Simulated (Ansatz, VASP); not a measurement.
**Two plane-wave programs on CuO**

```
Cu O
1.0
     2.08721   -2.07606    0.16528
     2.08721    2.07606    0.16528
    -0.41249    0.00000    5.20160
Cu O
2 2
Cartesian
  1.0436 1.0380 0.0826
  0.8374 -1.0380 2.6834
  1.9841 -0.0001 1.4657
  1.7778 0.0001 4.0665
```

Alike in both runs: task single point; functional PBE; k mesh 10 × 10 × 6; occupations gaussian, width 0.05 eV; collinear spin; Hubbard terms Cu d U = 4.0 eV.

```csv
,VASP,Ansatz
version,VASP 6.6.1,Ansatz 0.2.0
potentials or method,"VASP PAW PBE potentials, release 64 (Cu, O), cutoff 520 eV","scalar-relativistic, plane waves, PAW"
valence electrons in the cell,34,50
```

```csv
,VASP,Ansatz,Ansatz less VASP
pressure (GPa),-2.9,-0.4,+2.58
"traceless stress, the component that is largest in VASP (GPa)",0.06,-0.17,-0.232
net moment per atom (μB),0.00,0.00,0.000
size of the moment on the site where the two differ most (μB),0.58,0.54,-0.038
```

Site moments also hang on the region over which each program counts them. The programs project onto different local orbitals, so the same U acts differently, and such runs can settle in different states. VASP's potentials hold 34 valence electrons a cell and Ansatz's 50, so a difference there can come from the potentials and not from the codes. Ansatz's warnings: filled band counts differ across k points.
